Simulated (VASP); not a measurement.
# Rb3Ba (I4/mmm) in VASP: single point with PBE

Aim: the single point of Rb3Ba with PBE.

Everything below comes from runs of VASP 6.6.1. Logs are shortened: lines on timing, memory, paths and dates and some standing lists are left out, and cuts for length are marked.

## 1. The cell of the first run

It takes space group I4/mmm (No. 139, tetragonal). Conventional cell: a = 6.765 Å, b = 6.765 Å, c = 14.792 Å, α = 90.00°, β = 90.00°, γ = 90.00°.

## 2. Single point, PBE

Contents of INCAR:

```
SYSTEM = Rb3Ba
PREC = Accurate ; ENCUT = 520
EDIFF = 1E-6 ; ISMEAR = 0
SIGMA = 0.1 ; LREAL = .FALSE.
LASPH = .TRUE. ; NELM = 80
ALGO = Normal ; ISIF = 2
LWAVE = .FALSE. ; LCHARG = .FALSE.
GGA = PE ; NBANDS = 26
```

Contents of KPOINTS:

```
regular mesh
0
G
  1 1 1
  0 0 0
```

Contents of POSCAR:

```
Rb3Ba
1.0
   -3.3826599427      3.3826599427      7.3958377081
    3.3826599427     -3.3826599427      7.3958377081
    3.3826599427      3.3826599427     -7.3958377081
Rb Ba
3 1
Direct
    0.7500000000      0.2500000000      0.5000000000
    0.2500000000      0.7500000000      0.5000000000
    0.5000000000      0.5000000000      0.0000000000
    0.0000000000      0.0000000000      0.0000000000
```

Potentials or basis: VASP PAW PBE potentials, release 64 (Rb_sv, Ba_sv).

Command:

```bash
$ cat potpaw_PBE.64/Rb_sv/POTCAR potpaw_PBE.64/Ba_sv/POTCAR > POTCAR
$ mpirun -np 1 vasp_gam > vasp.out
```

OUTCAR:

```text
SYSTEM = Rb3Ba
   PREC = Accurate
   ENCUT = 520
   EDIFF = 1E-6
   ISMEAR = 0
   LREAL = .FALSE.
   LASPH = .TRUE.
   NELM = 80
   ISIF = 2
   GGA = PE

 ion  position               nearest neighbor table
   1  0.750  0.250  0.500-   2 4.78   2 4.78   2 4.78   2 4.78   4 5.01   3 5.01   4 5.01   4 5.01
                             3 5.01   3 5.01   4 5.01   3 5.01
   2  0.250  0.750  0.500-   1 4.78   1 4.78   1 4.78   1 4.78   4 5.01   3 5.01   4 5.01   3 5.01
                             4 5.01   4 5.01   3 5.01   3 5.01
   3  0.500  0.500  0.000-   4 4.78   4 4.78   4 4.78   4 4.78   2 5.01   1 5.01   2 5.01   1 5.01
                             2 5.01   2 5.01   1 5.01   1 5.01
   4  0.000  0.000  0.000-   3 4.78   3 4.78   3 4.78   3 4.78   2 5.01   1 5.01   2 5.01   2 5.01
                             1 5.01   1 5.01   2 5.01   1 5.01

  LATTYP: Found a body centered tetragonal cell.
 ALAT       =     6.7653198854
 C/A-ratio  =     2.1863970465

  Lattice vectors:

 A1 = (  -3.3826599427,   3.3826599427,   7.3958377081)
 A2 = (   3.3826599427,  -3.3826599427,   7.3958377081)
 A3 = (   3.3826599427,   3.3826599427,  -7.3958377081)

Analysis of symmetry for initial positions (statically):
=====================================================================
 Subroutine PRICEL returns:
 Original cell was already a primitive cell.

 Routine SETGRP: Setting up the symmetry group for a
 body centered tetragonal supercell.

 Subroutine GETGRP returns: Found 16 space group operations
 (whereof 16 operations were pure point group operations)
 out of a pool of 16 trial point group operations.

The static configuration has the point symmetry D_4h.

Analysis of symmetry for dynamics (positions and initial velocities):
=====================================================================
 Subroutine PRICEL returns:
 Original cell was already a primitive cell.

 Routine SETGRP: Setting up the symmetry group for a
 body centered tetragonal supercell.

 Subroutine GETGRP returns: Found 16 space group operations
 (whereof 16 operations were pure point group operations)
 out of a pool of 16 trial point group operations.

The dynamic configuration has the point symmetry D_4h.

 Subroutine INISYM returns: Found 16 space group operations
 (whereof 16 operations are pure point group operations),
 and found     1 'primitive' translations

----------------------------------------------------------------------------------------

                                     Primitive cell

  volume of cell :     338.5042

  direct lattice vectors                    reciprocal lattice vectors
    -3.382659943  3.382659943  7.395837708     0.000000000  0.147812671  0.067605594
     3.382659943 -3.382659943  7.395837708     0.147812671  0.000000000  0.067605594
     3.382659943  3.382659943 -7.395837708     0.147812671  0.147812671  0.000000000

  length of vectors
     8.808132150  8.808132150  8.808132150     0.162539540  0.162539540  0.209038684

  position of ions in fractional coordinates (direct lattice)
     0.750000000  0.250000000  0.500000000
     0.250000000  0.750000000  0.500000000
     0.500000000  0.500000000  0.000000000
     0.000000000  0.000000000  0.000000000

  ion indices of the primitive-cell ions
   primitive index   ion index
                 1           1
                 2           2
                 3           3
                 4           4

----------------------------------------------------------------------------------------

 KPOINTS: regular mesh

Automatic generation of k-mesh.
 Grid dimensions read from file:
 generate k-points for:    1    1    1

 Generating k-lattice:

  Cartesian coordinates                     Fractional coordinates (reciprocal lattice)
     0.000000000  0.147812671  0.067605594     1.000000000  0.000000000  0.000000000
     0.147812671  0.000000000  0.067605594     0.000000000  1.000000000  0.000000000
     0.147812671  0.147812671  0.000000000     0.000000000  0.000000000  1.000000000

  Length of vectors
     0.162539540  0.162539540  0.209038684

  Shift w.r.t. Gamma in fractional coordinates (k-lattice)
     0.000000000  0.000000000  0.000000000

 Subroutine IBZKPT returns following result:
 ===========================================

 Found      1 irreducible k-points:

 Following reciprocal coordinates:
            Coordinates               Weight
  0.000000  0.000000  0.000000      1.000000
   k-points           NKPTS =      1   k-points in BZ     NKDIM =      1   number of bands    NBANDS=     26
   number of dos      NEDOS =    301   number of ions     NIONS =      4
   total plane-waves  NPLWV = 343000
   dimension x,y,z NGX =    70 NGY =   70 NGZ =   70
   dimension x,y,z NGXF=   140 NGYF=  140 NGZF=  140
   ions per type =               3   1
   NGX,Y,Z   is equivalent  to a cutoff of  13.21, 13.21, 13.21 a.u.
   NGXF,Y,Z  is equivalent  to a cutoff of  26.42, 26.42, 26.42 a.u.
 SYSTEM =  Rb3Ba
   PREC   = accura    normal or accurate (medium, high low for compatibility)
   ISTART =      0    job   : 0-new  1-cont  2-samecut
   ICHARG =      2    charge: 1-file 2-atom 10-const
   ISPIN  =      1    spin polarized calculation?
   LNONCOLLINEAR =      F non collinear calculations
   LSORBIT =      F    spin-orbit coupling
   LASPH  =      T    aspherical Exc in radial PAW
   ENCUT  =  520.0 eV  38.22 Ry    6.18 a.u.  16.38 16.38 16.38*2*pi/ulx,y,z
   NELM   =     80;   NELMIN=  2; NELMDL= -5     # of ELM steps
   EDIFF  = 0.1E-05   stopping-criterion for ELM
   LREAL  =      F    real-space projection
   EDIFFG = 0.1E-04   stopping-criterion for IOM
   NSW    =      0    number of steps for IOM
   IBRION =     -1    ionic relax: 0-MD 1-quasi-New 2-CG
   NFREE  =      0    steps in history (QN), initial steepest desc. (CG)
   ISIF   =      2    stress and relaxation
   ISYM   =      2    0-nonsym 1-usesym 2-fastsym
   POTIM  = 0.5000    time-step for ionic-motion
   TEBEG  =    0.0;   TEEND  =   0.0 temperature during run
   PSTRESS=    0.0 pullay stress
   NELECT =      37.0000    total number of electrons
   NUPDOWN=      -1.0000    fix difference up-down
   EMIN   =  10.00;   EMAX   =-10.00  energy-range for DOS
   EFERMI =   0.00;   METHOD = LEGACY
   ISMEAR =     0;   SIGMA  =   0.10  broadening in eV -4-tet -1-fermi 0-gaus
   EFERMI_NEDOS =   21; number of points for ismear=-14 and -15
   IALGO  =     38    algorithm
   IMIX   =      4    mixing-type and parameters
     AMIX     =   0.40;   BMIX     =  1.00
     AMIX_MAG =   1.60;   BMIX_MAG =  1.00
  volume/ion in A,a.u.               =      84.63       571.08
  Fermi-wavevector in a.u.,A,eV,Ry     =   0.782746  1.479175  8.336166  0.612691
  Thomas-Fermi vector in A             =   1.886532
   LORBIT       =      0    0 simple, 1 ext, 2 COOP (PROOUT), +10 PAW based schemes
   GGA     = PE    functional components
   LHFCALC =     F    Hartree Fock is set to
   AEXX    =    0.0000 exact exchange contribution
   IVDW    =     0    specifies the selected vdW correction
   LEPSILON=     F    determine dielectric tensor
   LRPA    =     F    only Hartree local field effects (RPA)
 non-spin polarized calculation
 Gauss-broadening in eV      SIGMA  =   0.10
  energy-cutoff  :      520.00
  volume of cell :      338.50
 maximum number of plane-waves:      4578
 NGX is ok and might be reduce to    70
   NGX = 33   NGY = 33   NGZ = 33

 number of electron      37.0000000 magnetization

 Free energy of the ion-electron system (eV)
  ---------------------------------------------------
  ext. energy  EPLUGINS =         0.00000000
  ---------------------------------------------------
  free energy    TOTEN  =        -4.60111130 eV

  energy without entropy =       -4.54418734  energy(sigma->0) =       -4.57264932

 E-fermi :   0.9894     XC(G=0):  -5.7777

 val. band max:        0.3891876312   @ k =   0.0000   0.0000   0.0000
 cond. band min:       0.9895949414   @ k =   0.0000   0.0000   0.0000
 fundamental gap:      0.6004073102
 Fermi energy:         0.9894058849

 k-point     1 :       0.0000    0.0000    0.0000
  band No.  band energies     occupation
      1     -28.9290      2.00000
      2     -28.7029      2.00000
      3     -28.6975      2.00000
      4     -28.2190      2.00000
      5     -14.2209      2.00000
      6     -14.0289      2.00000
[... 18 lines left out ...]
     25       2.1673      0.00000
     26       2.1674      0.00000

------------------------ aborting loop because EDIFF is reached ----------------------------------------

  FORCE on cell =-STRESS in cart. coord.  units (eV):
  Direction    XX          YY          ZZ          XY          YZ          ZX
  --------------------------------------------------------------------------------------
  -------------------------------------------------------------------------------------
  Total       -4.5469137     -4.5469137      0.3554911      0.0000000      0.0000000      0.0000000
  in kB      -21.5210396    -21.5210396      1.6825781      0.0000000      0.0000000      0.0000000
  external PRESSURE =     -13.7865004 kB  Pullay stress =       0.0000000 kB

 VOLUME and BASIS-vectors are now :
 -----------------------------------------------------------------------------
  energy-cutoff  :      520.00
  volume of cell :      338.50
      direct lattice vectors                 reciprocal lattice vectors
    -3.382659943  3.382659943  7.395837708     0.000000000  0.147812671  0.067605594
     3.382659943 -3.382659943  7.395837708     0.147812671  0.000000000  0.067605594
     3.382659943  3.382659943 -7.395837708     0.147812671  0.147812671  0.000000000

 POSITION                                       TOTAL-FORCE (eV/Angst)
 -----------------------------------------------------------------------------------
      0.00000      3.38266      3.69792         0.000000      0.000000      0.000000
      3.38266      0.00000      3.69792        -0.000000     -0.000000     -0.000000
      0.00000      0.00000      7.39584         0.000000      0.000000     -0.000000
      0.00000      0.00000      0.00000         0.000000      0.000000     -0.000000
 -----------------------------------------------------------------------------------
    total drift:                               -0.000000     -0.000000      0.000000

  FREE ENERGIE OF THE ION-ELECTRON SYSTEM (eV)
  ---------------------------------------------------
  free  energy   TOTEN  =        -4.6011113021 eV

  energy  without entropy=       -4.5441873368  energy(sigma->0) =       -4.57264932
```

Wall time 39 s (1 thread of Intel Xeon Platinum 8488C (Sapphire Rapids), shared host); peak memory 0.62 GiB.

What came out:

```
Free energy : -4.6011 eV
Pressure    : -1.4 GPa
```

Caveat: the k points lie up to 1.31 Å⁻¹ apart; spin-orbit coupling is left out, which moves the levels of the heavy elements.
